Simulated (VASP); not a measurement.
BAs: single point with HSE06

The system is BAs.

```
B As
1.0
     0.00000    2.29619    2.29619
     2.29619    0.00000    2.29619
     2.29619    2.29619    0.00000
B As
1 1
Direct
  0.00000 0.00000 0.00000
  0.25000 0.25000 0.25000
```

This cell differs from its parent crystal: strain -4.0%.

| Quantity | Value |
| --- | --- |
| Program | VASP 6.6.1 |
| Task | single point |
| Functional | HSE06 |
| Potentials or basis | VASP PAW PBE potentials, release 64 (B, As) |
| Cutoff | 520 eV |
| k mesh | 6 × 6 × 6 |
| Occupations | gaussian, width 0.01 eV |
| Spin | no spin polarisation |

```
Pressure               : 21.2 GPa
Band gap on the k mesh : 1.85 eV (least direct gap 4.28 eV)
```

Levels at points of the mesh, in eV from the valence-band top:
```tsv
k point	band 2	band 3	band 4	band 5	band 6	band 7
(0.00, 0.00, 0.00)	0.00	0.00	0.00	4.28	4.28	4.28
(0.50, 0.00, 0.00)	-10.68	-2.21	-2.21	4.35	5.83	5.83
(0.50, 0.50, 0.00)	-10.22	-5.02	-5.02	1.91	2.04	14.16
```

Wall time 6.5 min on 1 thread of AMD EPYC 7R13 Processor (Zen 3), on a shared host, peak memory 0.22 GiB.

Caveat: the cell differs from its parent crystal (strain -4.0%); the cell stands under pressure; the PAW data sets were made with another functional, which shifts forces and pressure a little. A k mesh can miss the band edges.
